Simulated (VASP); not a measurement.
Write the native input for VASP 6.6.1 that does the following.

- Task: single point
- Functional: PBEsol
- Potentials or basis: VASP PAW PBE potentials, release 64 (Zn, O)
- Cutoff: 520 eV
- k mesh: 4 × 4 × 1
- Occupations: gaussian, width 0.05 eV
- Spin: no spin polarisation
- Dipole correction: no
- Further INCAR settings: LREAL = Auto; ALGO = Normal; EDIFF = 1e-06; NBANDS = 113

The structure of Zn16O lies in POSCAR:

```
Zn16O
1.0
    5.3200000000      0.0000000000      0.0000000000
    2.6600000000      4.6072550000      0.0000000000
    0.0000000000      0.0000000000     20.4054400000
Zn O
16 1
Direct
   -0.1666667028      0.3333334057      0.0490064904
    0.3333332972      0.3333334057      0.0490064904
   -0.1666666486      0.8333332972      0.0490064904
    0.3333333514      0.8333332972      0.0490064904
   -0.0005473205     -0.0003444567      0.1643334327
    0.5009064332     -0.0003485807      0.1643329916
   -0.0005242374      0.5010556177      0.1643186327
    0.4999387961      0.5001216560      0.1669373461
   -0.1640308502      0.3321387681      0.2744973399
    0.3319016920      0.3321342101      0.2744993492
   -0.1667283549      0.8334743790      0.2712400713
    0.3318827217      0.8362469627      0.2744828340
    0.0124790566      0.0128753455      0.3932325400
    0.4746688771      0.0128757796      0.3932212194
    0.0125419673      0.4749405014      0.3933224669
    0.4997901595      0.5004422373      0.3780824133
    0.8331753029      0.8336512739      0.4390095974
```

The input as run:

INCAR

```
  PREC = Accurate
  ENCUT = 520
  EDIFF = 1E-6
  ISMEAR = 0
  SIGMA = 0.05
  LREAL = Auto
  LASPH = T
  NELM = 60
  ALGO = Normal
  ISIF = 2
  LWAVE = F
  LCHARG = F
  GGA = PS
  NBANDS = 113
```

KPOINTS

```
Automatic mesh
0
Gamma
  4 4 1
```

Potentials or basis: VASP PAW PBE potentials, release 64 (Zn, O).

Command:

```sh
$ cat potpaw_PBE.64/Zn/POTCAR potpaw_PBE.64/O/POTCAR > POTCAR
$ mpirun -np 1 vasp_std > vasp.out
```

Results of the run:

```
Largest force          : 0.151 eV/Å
Band gap on the k mesh : zero (bands 99 and 100 overlap by 1.74 eV)
```

Caveat: the PAW data sets were made with another functional, which shifts forces and pressure a little.

It took 22 min on 1 thread of Intel(R) Xeon(R) Platinum 8259CL CPU @ 2.50GHz (Skylake/Cascade Lake), on a shared host, peak memory 0.74 GiB.
